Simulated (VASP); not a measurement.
Wanted: the native input for a VASP 6.6.1 run.

* Task: relaxation of cell and atoms
* Functional: PBE
* Dispersion: D3(BJ)
* Potentials or basis: VASP PAW PBE potentials, release 64 (Ge_d)
* Cutoff: 600 eV
* k mesh: 6 × 6 × 6
* Occupations: gaussian, width 0.1 eV
* Spin: non-collinear spin, zero start, spin-orbit coupling
* Starting moments: [[0.0, 0.0, 0.0], [0.0, 0.0, 0.0]] μB
* Dipole correction: no
* Further INCAR settings: ALGO = Normal; EDIFF = 1e-06; IBRION = 2; EDIFFG = -0.01; NSW = 80; ISIF = 3

The structure of Ge lies in POSCAR:

```
Ge
1.0
    0.0000000000      2.8289100000      2.8289100000
    2.8289100000      0.0000000000      2.8289100000
    2.8289100000      2.8289100000      0.0000000000
Ge
2
Direct
    0.2500000000      0.2500000000      0.2500000000
    0.0000000000      0.0000000000      0.0000000000
```

These files were run (other wordings do the same):

INCAR

```
SYSTEM = Ge
PREC = Accurate ; ENCUT = 600
EDIFF = 1E-6 ; ISMEAR = 0
SIGMA = 0.1 ; LREAL = .False.
LASPH = .True. ; NELM = 150
ALGO = Normal ; ISIF = 3
LWAVE = .False. ; LCHARG = .False.
MAGMOM = 0 0 0 0 0 0 ; LORBIT = 11
LSORBIT = .True. ; GGA_COMPAT = .False.
LORBMOM = .True. ; GGA = PE
IVDW = 12 ; IBRION = 2
NSW = 80 ; EDIFFG = -0.01
```

KPOINTS

```
regular mesh
0
Gamma
  6 6 6
  0 0 0
```

Potentials or basis: VASP PAW PBE potentials, release 64 (Ge_d).

Command:

```sh
$ cat potpaw_PBE.64/Ge_d/POTCAR > POTCAR
$ mpirun -np 1 vasp_ncl > vasp.out
```

It gave:

| Item | Value |
| --- | --- |
| Relaxed volume | 23.20 Å³/atom |
| Relaxed cell | a = 4.034 Å, b = 4.034 Å, c = 4.034 Å, α = 60.00°, β = 60.00°, γ = 60.00° |
| Space group after relaxing (to 0.1 Å) | Fd-3m (No. 227) |
| Energy gained by relaxing | 2.6 meV/atom |
| Ionic steps | 6 |
| Pressure after relaxing | 0.0 GPa |
| Net moment | 0.00 μB per cell |
| Valence electrons inside the program's atomic spheres | Ge 12.39 |
| Dispersion energy per atom | -0.290 eV |

Run time: 120 s on 1 thread of Intel(R) Xeon(R) 6975P-C (Granite Rapids), with other jobs on the host, peak memory 0.32 GiB.
